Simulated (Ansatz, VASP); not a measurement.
**Cu in VASP and in Ansatz**

Contents of POSCAR:

```
Cu
1.0
    2.8953822153      0.0000000000      0.0000000000
    0.0000000000      2.8953822153      0.0000000000
    0.0000000000      0.0000000000      2.7660143290
Cu
2
Direct
    0.0000000000      0.0000000000      0.0000000000
    0.5000000000      0.5000000000      0.5000000000
```

File INCAR.step1:

```
SYSTEM = Cu
PREC = Accurate
ENCUT = 520
ISMEAR = 0
SIGMA = 0.1
LREAL = .FALSE.
LASPH = .TRUE.
NELM = 100
NBANDS = 18
GGA = PE
ALGO = Normal
EDIFF = 1E-4
LWAVE = .TRUE.
LCHARG = .FALSE.
```

The input INCAR.step2:

```
SYSTEM = Cu
PREC = Accurate
ENCUT = 520
EDIFF = 1E-7
ISMEAR = 0
SIGMA = 0.1
LREAL = .FALSE.
LASPH = .TRUE.
NELM = 100
ALGO = Normal
ISIF = 2
LWAVE = .FALSE.
LCHARG = .FALSE.
METAGGA = R2SCAN
LMIXTAU = .TRUE.
NBANDS = 18
ISTART = 1
```

File KPOINTS:

```
Automatic mesh
0
G
  18 18 18
  0 0 0
```

Input for Ansatz:

```yaml
crystal:
  lattice:
    - [2.8953822153, 0.0, 0.0]
    - [0.0, 2.8953822153, 0.0]
    - [0.0, 0.0, 2.766014329]
  atoms:
    - { symbol: Cu, position: [0.0, 0.0, 0.0] }
    - { symbol: Cu, position: [0.5, 0.5, 0.5] }
basis:
  ecutwfc: 500
kpoints:
  mp_grid: { grid: [18, 18, 18] }
hamiltonian:
  xc: r2scan
scf:
  occupations: { method: gaussian, width: 0.1 }
output:
  forces: true
  stress: true
  eigenvalues: true
```

Change from the starting cell: strain along c alone, the other axes held, atoms relaxed: +1.0 %.

Alike in both runs: task single point; functional r2SCAN; k mesh 18 × 18 × 18; occupations gaussian, width 0.1 eV; no spin polarisation.

```csv
,VASP,Ansatz
version,VASP 6.6.1,Ansatz 0.2.0
potentials or method,"VASP PAW PBE potentials, release 64 (Cu), cutoff 520 eV","scalar-relativistic, plane waves, PAW"
valence electrons in the cell,22,38
```

VASP gave:

* gap on the k mesh at the Fermi level (eV): none
* pressure (GPa): -0.8
* traceless stress, the component that is largest in VASP (GPa): -0.13

Problem. Estimate Ansatz's values.

Solution. gap on the k mesh at the Fermi level (eV): none; pressure (GPa): -1.5; traceless stress, the component that is largest in VASP (GPa): -0.13.

VASP's potentials were made for PBE, not for r2SCAN. A gap of «none» marks a metal or a gap that the smearing closes. VASP's potentials hold 22 valence electrons a cell and Ansatz's 38, so a difference there can come from the potentials and not from the codes.
